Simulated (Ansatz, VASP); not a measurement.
# S in VASP and in Ansatz

The input INCAR:

```
  PREC = Accurate
  ENCUT = 520
  EDIFF = 1E-7
  ISMEAR = 0
  SIGMA = 0.1
  LREAL = F
  LASPH = T
  NELM = 100
  ALGO = Normal
  ISIF = 2
  LWAVE = F
  LCHARG = F
  GGA = CA
  NBANDS = 20
```

File KPOINTS:

```
Automatic mesh
0
Gamma
  4 4 6
```

POSCAR

```
S
1.0
    5.6780537900      0.0000000000      0.0000000000
    0.0000000000      5.6780537900      0.0000000000
    0.0000000000      0.0000000000      2.9496155800
S
4
Direct
    0.8833913800      0.8833913800      0.5000000000
    0.1166086200      0.1166086200      0.5000000000
    0.3833913800      0.6166086200      0.0000000000
    0.6166086200      0.3833913800      0.0000000000
```

Input for Ansatz:

```yaml
crystal:
  lattice:
    - [5.67805379, 0.0, 0.0]
    - [0.0, 5.67805379, 0.0]
    - [0.0, 0.0, 2.94961558]
  atoms:
    - { symbol: S, position: [0.88339138, 0.88339138, 0.5] }
    - { symbol: S, position: [0.11660862, 0.11660862, 0.5] }
    - { symbol: S, position: [0.38339138, 0.61660862, 0.0] }
    - { symbol: S, position: [0.61660862, 0.38339138, 0.0] }
basis:
  ecutwfc: 420
kpoints:
  mp_grid: { grid: [4, 4, 6] }
hamiltonian:
  xc: lda
scf:
  occupations: { method: gaussian, width: 0.1 }
output:
  forces: true
  stress: true
  eigenvalues: true
```

Alike in both runs: task single point; functional LDA; k mesh 4 × 4 × 6; occupations gaussian, width 0.1 eV; no spin polarisation.

|  | VASP | Ansatz |
| --- | --- | --- |
| version | VASP 6.6.1 | Ansatz 0.2.0 |
| potentials or method | VASP PAW LDA potentials, release 64 (S), cutoff 520 eV | scalar-relativistic, plane waves, PAW |
| valence electrons in the cell | 24 | 24 |

```tsv
	VASP	Ansatz	Ansatz less VASP
gap on the k mesh at the Fermi level (eV)	none	none	-
pressure (GPa)	-2.4	-1.8	+0.66
traceless stress, the component that is largest in VASP (GPa)	-1.53	-2.14	-0.608
rms of the force components (eV/Å)	0.171	0.339	+0.1679
```

LDA's correlation is that of Perdew and Zunger in VASP and of Perdew and Wang (1992) in Ansatz. Atom by atom the forces differ by 0.168 eV/Å (rms over components). A gap of «none» marks a metal or a gap that the smearing closes. One of these differences is far larger than is usual between the two programs; its cause wasn't traced.
